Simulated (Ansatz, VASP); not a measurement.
One calculation of Ir, two programs

Contents of INCAR:

```
SYSTEM = Ir
PREC = Accurate
ENCUT = 520
EDIFF = 1E-6
ISMEAR = -1
SIGMA = 0.1
LREAL = .FALSE.
LASPH = .TRUE.
NELM = 100
ALGO = Normal
ISIF = 2
LWAVE = .FALSE.
LCHARG = .FALSE.
LDIPOL = .TRUE.
IDIPOL = 3
DIPOL = 0.5 0.5 0.500
NBANDS = 30
```

KPOINTS

```
Automatic mesh
0
G
  15 11 1
  0 0 0
```

POSCAR

```
Ir
1.0
    2.6956178604      0.0000000000      0.0000000000
    0.0000000000      3.8121793371      0.0000000000
    0.0000000000      0.0000000000     18.1238000000
Ir
5
Direct
    0.0000000000      0.0000000000      0.3586453453
    0.5000000000      0.5000000000      0.4217949187
    0.0000000000      0.0000000000      0.4999999996
    0.5000000000      0.5000000000      0.5782050836
    0.0000000000      0.0000000000      0.6413546547
```

Input for Ansatz:

```yaml
crystal:
  lattice:
    - [2.6956178604, 0.0, 0.0]
    - [0.0, 3.8121793371, 0.0]
    - [0.0, 0.0, 18.1238]
  atoms:
    - { symbol: Ir, position: [0.0, 0.0, 0.3586453453] }
    - { symbol: Ir, position: [0.5, 0.5, 0.4217949187] }
    - { symbol: Ir, position: [0.0, 0.0, 0.4999999996] }
    - { symbol: Ir, position: [0.5, 0.5, 0.5782050836] }
    - { symbol: Ir, position: [0.0, 0.0, 0.6413546547] }
kpoints:
  mp_grid: { grid: [15, 11, 1] }
scf:
  occupations: { method: fermi_dirac, width: 0.1 }
hamiltonian:
  xc: lda
  pseudopotentials: { kind: paw }
output:
  forces: true
  stress: true
  eigenvalues: true
efield:
  axis: 3
  amplitude: 0
  dipole_correction: true
```

Alike in both runs: task single point; functional LDA; k mesh 15 × 11 × 1; occupations fermi-dirac, width 0.1 eV; no spin polarisation.

|  | VASP | Ansatz |
| --- | --- | --- |
| version | VASP 6.6.1 | Ansatz 0.2.0 |
| potentials or method | VASP PAW LDA potentials, release 64 (Ir) | PAW with Ansatz's default frozen-core files, scalar-relativistic |
| plane-wave cutoff (eV) | 520 | 420 |
| valence electrons in the cell | 45 | 85 |

```tsv
	VASP	Ansatz	Ansatz less VASP
rms of the force components (eV/Å)	0.063	0.001	-0.0619
```

LDA's correlation is that of Perdew and Zunger in VASP and of Perdew and Wang (1992) in Ansatz. Atom by atom the forces differ by 0.063 eV/Å (rms over components). VASP's potentials hold 45 valence electrons a cell and Ansatz's 85, so a difference there can come from the potentials and not from the codes.

Neither program's run includes spin-orbit coupling.
